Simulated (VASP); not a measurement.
# Ti12Si in VASP: single point with PBE+D3(BJ)

Aim: the single point of Ti12Si with PBE+D3(BJ).

Program: VASP 6.6.1. These are calculated values, not measurements. Logs are shortened: lines on timing, memory, paths and dates and some standing lists are left out, and cuts for length are marked.

## Step 1: The cell of the first run

The cell holds a slab with vacuum, 13 atoms: a = 5.710 Å, b = 5.710 Å, c = 21.493 Å, α = 90.00°, β = 90.00°, γ = 120.00°.

## Step 2: Single point, PBE+D3(BJ)

INCAR reads:

```
SYSTEM = Ti12Si
ALGO     = Normal         ! electronic algorithm
DIPOL    = 0.5 0.5 0.309
EDIFF    = 1E-7           ! SCF threshold, eV
ENCUT    = 520            ! plane-wave cutoff, eV
GGA      = PE             ! functional
IDIPOL   = 3            
ISIF     = 2              ! what is computed and relaxed
ISMEAR   = 0              ! smearing method
IVDW     = 12             ! dispersion correction
LASPH    = .TRUE.         ! aspherical terms in the spheres
LCHARG   = .FALSE.        ! write CHGCAR
LDIPOL   = .TRUE.       
LREAL    = .FALSE.        ! projectors in reciprocal space
LWAVE    = .FALSE.        ! write WAVECAR
NBANDS   = 86             ! bands
NELM     = 100            ! most SCF steps
PREC     = Accurate       ! precision mode
SIGMA    = 0.1            ! smearing width, eV
```

KPOINTS reads:

```
k-points
0
G
  6 6 1
  0 0 0
```

POSCAR reads:

```
Ti12Si
1.0
    5.7099611372      0.0000000000      0.0000000000
   -2.8549805686      4.9449713995      0.0000000000
    0.0000000000      0.0000000000     21.4932633465
Ti Si
12 1
Direct
    0.3333333333      0.1666666667      0.1861048244
    0.3333333333      0.6666666667      0.1861048244
    0.8333333333      0.1666666667      0.1861048244
    0.8333333333      0.6666666667      0.1861048244
    0.1666666667      0.3333333333      0.2907832195
    0.1666666667      0.8333333333      0.2907832195
    0.6666666667      0.3333333333      0.2907832195
    0.6666666667      0.8333333333      0.2907832195
    0.0000000000      0.0000000000      0.3951593208
    0.0000000000      0.5000000000      0.3951593208
    0.5000000000      0.0000000000      0.3951593208
    0.5000000000      0.5000000000      0.3951593208
    0.3333333333      0.1666666667      0.5347379391
```

Potentials or basis: VASP PAW PBE potentials, release 64 (Ti_sv, Si).

Run with:

```
$ cat potpaw_PBE.64/Ti_sv/POTCAR potpaw_PBE.64/Si/POTCAR > POTCAR
$ mpirun -np 1 vasp_std > vasp.out
```

OUTCAR:

```text
SYSTEM = Ti12Si
   EDIFF = 1E-7
   ENCUT = 520
   GGA = PE
   ISIF = 2
   ISMEAR = 0
   IVDW = 12
   LASPH = .TRUE.
   LREAL = .FALSE.
   NELM = 100
   PREC = Accurate
 IVDW          = 12

 ion  position               nearest neighbor table
   1  0.333  0.167  0.186-   5 2.79   7 2.79   6 2.79   3 2.85   3 2.85   2 2.85   2 2.85   4 2.85
                             4 2.85
   2  0.333  0.667  0.186-   6 2.79   8 2.79   5 2.79   4 2.85   4 2.85   3 2.85   1 2.85   1 2.85
                             3 2.85
   3  0.833  0.167  0.186-   7 2.79   5 2.79   8 2.79   1 2.85   1 2.85   2 2.85   4 2.85   4 2.85
                             2 2.85
   4  0.833  0.667  0.186-   8 2.79   6 2.79   7 2.79   2 2.85   2 2.85   1 2.85   3 2.85   3 2.85
                             1 2.85
   5  0.167  0.333  0.291-  12 2.78   9 2.78  10 2.78   1 2.79   3 2.79   2 2.79   7 2.85   7 2.85
                             6 2.85   6 2.85   8 2.85   8 2.85
   6  0.167  0.833  0.291-  11 2.78  10 2.78   9 2.78   2 2.79   4 2.79   1 2.79   8 2.85   8 2.85
                             7 2.85   5 2.85   5 2.85   7 2.85
   7  0.667  0.333  0.291-  10 2.78  11 2.78  12 2.78   3 2.79   1 2.79   4 2.79   5 2.85   5 2.85
                             6 2.85   8 2.85   8 2.85   6 2.85
   8  0.667  0.833  0.291-   9 2.78  12 2.78  11 2.78   4 2.79   2 2.79   3 2.79   6 2.85   6 2.85
                             5 2.85   7 2.85   7 2.85   5 2.85
   9  0.000  0.000  0.395-   8 2.78   5 2.78   6 2.78  11 2.85  11 2.85  12 2.85  10 2.85  10 2.85
                            12 2.85
  10  0.000  0.500  0.395-   7 2.78   6 2.78   5 2.78  12 2.85  12 2.85   9 2.85   9 2.85  11 2.85
                            11 2.85
  11  0.500  0.000  0.395-   6 2.78   7 2.78   8 2.78   9 2.85   9 2.85  12 2.85  12 2.85  10 2.85
                            10 2.85
  12  0.500  0.500  0.395-   5 2.78   8 2.78   7 2.78  10 2.85  10 2.85  11 2.85  11 2.85   9 2.85
                             9 2.85
  13  0.333  0.167  0.535-

  LATTYP: Found a hexagonal cell.
 ALAT       =     5.7099611372
 C/A-ratio  =     3.7641698131

  Lattice vectors:

 A1 = (   5.7099611372,   0.0000000000,   0.0000000000)
 A2 = (  -2.8549805686,   4.9449713995,   0.0000000000)
 A3 = (   0.0000000000,   0.0000000000,  21.4932633465)

Analysis of symmetry for initial positions (statically):
=====================================================================
 Subroutine PRICEL returns:
 Original cell was already a primitive cell.

 Routine SETGRP: Setting up the symmetry group for a
 hexagonal supercell.

 Subroutine GETGRP returns: Found  6 space group operations
 (whereof  2 operations were pure point group operations)
 out of a pool of 24 trial point group operations.

The static configuration has the point symmetry C_1h.
 The point group associated with its full space group is C_3v.

Analysis of symmetry for dynamics (positions and initial velocities):
=====================================================================
 Subroutine PRICEL returns:
 Original cell was already a primitive cell.

 Routine SETGRP: Setting up the symmetry group for a
 hexagonal supercell.

 Subroutine GETGRP returns: Found  6 space group operations
 (whereof  2 operations were pure point group operations)
 out of a pool of 24 trial point group operations.

The dynamic configuration has the point symmetry C_1h.
 The point group associated with its full space group is C_3v.

 Subroutine INISYM returns: Found  6 space group operations
 (whereof  2 operations are pure point group operations),
 and found     1 'primitive' translations

----------------------------------------------------------------------------------------

                                     Primitive cell

  volume of cell :     606.8751

  direct lattice vectors                    reciprocal lattice vectors
     5.709961137  0.000000000  0.000000000     0.175132540  0.101112819  0.000000000
    -2.854980569  4.944971399  0.000000000     0.000000000  0.202225639  0.000000000
     0.000000000  0.000000000 21.493263347     0.000000000  0.000000000  0.046526206

  length of vectors
     5.709961137  5.709961137 21.493263347     0.202225639  0.202225639  0.046526206

  position of ions in fractional coordinates (direct lattice)
     0.333333333  0.166666667  0.186104824
     0.333333333  0.666666667  0.186104824
     0.833333333  0.166666667  0.186104824
     0.833333333  0.666666667  0.186104824
     0.166666667  0.333333333  0.290783219
     0.166666667  0.833333333  0.290783219
[... 47 lines left out ...]

 Found      7 irreducible k-points:

 Following reciprocal coordinates:
            Coordinates               Weight
  0.000000  0.000000  0.000000      1.000000
  0.166667 -0.000000  0.000000      6.000000
  0.333333 -0.000000  0.000000      6.000000
  0.500000 -0.000000  0.000000      3.000000
  0.166667  0.166667  0.000000      6.000000
  0.333333  0.166667  0.000000     12.000000
  0.333333  0.333333  0.000000      2.000000
   k-points           NKPTS =      7   k-points in BZ     NKDIM =      7   number of bands    NBANDS=     86
   number of dos      NEDOS =    301   number of ions     NIONS =     13
   total plane-waves  NPLWV = 282240
   dimension x,y,z NGX =    42 NGY =   42 NGZ =  160
   dimension x,y,z NGXF=    84 NGYF=   84 NGZF=  320
   ions per type =              12   1
   NGX,Y,Z   is equivalent  to a cutoff of  12.23, 12.23, 12.38 a.u.
   NGXF,Y,Z  is equivalent  to a cutoff of  24.46, 24.46, 24.75 a.u.
 SYSTEM =  Ti12Si
   PREC   = accura    normal or accurate (medium, high low for compatibility)
   ISTART =      0    job   : 0-new  1-cont  2-samecut
   ICHARG =      2    charge: 1-file 2-atom 10-const
   ISPIN  =      1    spin polarized calculation?
   LNONCOLLINEAR =      F non collinear calculations
   LSORBIT =      F    spin-orbit coupling
   LASPH  =      T    aspherical Exc in radial PAW
   ENCUT  =  520.0 eV  38.22 Ry    6.18 a.u.  10.62 10.62 39.96*2*pi/ulx,y,z
   NELM   =    100;   NELMIN=  2; NELMDL= -5     # of ELM steps
   EDIFF  = 0.1E-06   stopping-criterion for ELM
   LREAL  =      F    real-space projection
   EDIFFG = 0.1E-05   stopping-criterion for IOM
   NSW    =      0    number of steps for IOM
   IBRION =     -1    ionic relax: 0-MD 1-quasi-New 2-CG
   NFREE  =      0    steps in history (QN), initial steepest desc. (CG)
   ISIF   =      2    stress and relaxation
   ISYM   =      2    0-nonsym 1-usesym 2-fastsym
   POTIM  = 0.5000    time-step for ionic-motion
   TEBEG  =    0.0;   TEEND  =   0.0 temperature during run
   PSTRESS=    0.0 pullay stress
   NELECT =     148.0000    total number of electrons
   NUPDOWN=      -1.0000    fix difference up-down
   EMIN   =  10.00;   EMAX   =-10.00  energy-range for DOS
   EFERMI =   0.00;   METHOD = LEGACY
   ISMEAR =     0;   SIGMA  =   0.10  broadening in eV -4-tet -1-fermi 0-gaus
   EFERMI_NEDOS =   21; number of points for ismear=-14 and -15
   IALGO  =     38    algorithm
   IMIX   =      4    mixing-type and parameters
     AMIX     =   0.40;   BMIX     =  1.00
     AMIX_MAG =   1.60;   BMIX_MAG =  1.00
  volume/ion in A,a.u.               =      46.68       315.03
  Fermi-wavevector in a.u.,A,eV,Ry     =   1.022812  1.932834 14.233647  1.046144
  Thomas-Fermi vector in A             =   2.156511
   LORBIT       =      0    0 simple, 1 ext, 2 COOP (PROOUT), +10 PAW based schemes
   GGA     = PE    functional components
   LHFCALC =     F    Hartree Fock is set to
   AEXX    =    0.0000 exact exchange contribution
   IVDW    =    12    specifies the selected vdW correction
   LEPSILON=     F    determine dielectric tensor
   LRPA    =     F    only Hartree local field effects (RPA)
 non-spin polarized calculation
 Gauss-broadening in eV      SIGMA  =   0.10
  energy-cutoff  :      520.00
  volume of cell :      606.88
 maximum number of plane-waves:     16399
   NGX = 21   NGY = 21   NGZ = 79

 dipolmoment           0.000000      0.000000      0.362829 electrons x Angstroem

 number of electron     147.9999942 magnetization

 dipolmoment           0.000000      0.000000     -0.008462 electrons x Angstroem

 Free energy of the ion-electron system (eV)
  ---------------------------------------------------
  ext. energy  EPLUGINS =         0.00000000
  ---------------------------------------------------
  free energy    TOTEN  =       -90.18110147 eV

  energy without entropy =      -90.06696088  energy(sigma->0) =      -90.12403118

 E-fermi :   0.2797     XC(G=0):  -5.2883

 val. band max:        0.2615648478   @ k =   0.5000  -0.0000   0.0000
 cond. band min:       0.2985589498   @ k =   0.3333   0.1667   0.0000
 fundamental gap:      0.0369941020
 Fermi energy:         0.2796986928

 k-point     1 :       0.0000    0.0000    0.0000
  band No.  band energies     occupation
      1     -56.5583      2.00000
      2     -56.4908      2.00000
      3     -56.4512      2.00000
      4     -56.4503      2.00000
      5     -56.4503      2.00000
      6     -56.3849      2.00000
[... 612 lines left out ...]
     85       0.8389      0.00000
     86       1.1221      0.00000

------------------------ aborting loop because EDIFF is reached ----------------------------------------

 vacuum level on the upper side and lower side of the slab       (xc-potential included)        -0.222        -0.125

 Edisp (eV)   -5.55762

 E8    (eV) :    -2.7299

  FORCE on cell =-STRESS in cart. coord.  units (eV):
  Direction    XX          YY          ZZ          XY          YZ          ZX
  --------------------------------------------------------------------------------------
  -------------------------------------------------------------------------------------
  Total      -3.29565    -3.29565    -6.71415     0.00000    -0.00000     0.00000
  in kB      -8.70066    -8.70066   -17.72566     0.00000    -0.00000     0.00000
  external pressure =      -11.71 kB  Pullay stress =        0.00 kB

 VOLUME and BASIS-vectors are now :
 -----------------------------------------------------------------------------
  energy-cutoff  :      520.00
  volume of cell :      606.88
      direct lattice vectors                 reciprocal lattice vectors
     5.709961137  0.000000000  0.000000000     0.175132540  0.101112819  0.000000000
    -2.854980569  4.944971399  0.000000000     0.000000000  0.202225639  0.000000000
     0.000000000  0.000000000 21.493263347     0.000000000  0.000000000  0.046526206

 POSITION                                       TOTAL-FORCE (eV/Angst)
 -----------------------------------------------------------------------------------
      1.42749      0.82416      4.00000         0.000000      0.000000      0.057375
     -0.00000      3.29665      4.00000        -0.011848     -0.006840      0.071915
      4.28247      0.82416      4.00000         0.000000      0.013680      0.071915
      2.85498      3.29665      4.00000         0.011848     -0.006840      0.071915
      0.00000      1.64832      6.24988        -0.067726      0.039102     -0.225092
     -1.42749      4.12081      6.24988         0.000000     -0.078204     -0.225092
      2.85498      1.64832      6.24988         0.067726      0.039102     -0.225092
      1.42749      4.12081      6.24988         0.000000      0.000000     -0.267824
      0.00000      0.00000      8.49326         0.345942      0.199730      0.827159
     -1.42749      2.47249      8.49326         0.000000      0.000000      0.677925
      2.85498      0.00000      8.49326        -0.345942      0.199730      0.827159
      1.42749      2.47249      8.49326        -0.000000     -0.399459      0.827159
      1.42749      0.82416     11.49326         0.000000      0.000000     -2.489419
 -----------------------------------------------------------------------------------
    total drift:                               -0.000006      0.000004     -0.000241

  FREE ENERGIE OF THE ION-ELECTRON SYSTEM (eV)
  ---------------------------------------------------
  free  energy   TOTEN  =       -95.7387195170 eV

  energy  without entropy=      -95.6245789206  energy(sigma->0) =      -95.68164922

 vacuum level on the upper side and lower side of the slab         4.692         4.793
```

Wall time 21 min (1 thread of Intel Xeon Platinum 8375C at 2.90GHz (Ice Lake), shared host); peak memory 0.72 GiB.

What came out:

* Free energy: -95.7387 eV
* Largest force: 2.489 eV/Å
* Band gap on the k mesh: zero (bands 74 and 75 overlap by 0.71 eV)
* Dispersion energy per atom: -0.428 eV

Forces in eV/Å, atoms in the order of the input:
```
Ti   0.000  0.000  0.057
Ti  -0.012 -0.007  0.072
Ti   0.000  0.014  0.072
Ti   0.012 -0.007  0.072
Ti  -0.068  0.039 -0.225
Ti   0.000 -0.078 -0.225
Ti   0.068  0.039 -0.225
Ti   0.000  0.000 -0.268
Ti   0.346  0.200  0.827
Ti   0.000  0.000  0.678
Ti  -0.346  0.200  0.827
Ti   0.000 -0.399  0.827
Si   0.000  0.000 -2.489
```

The gap in the log of VASP goes by the Fermi energy; the results here count the filled bands.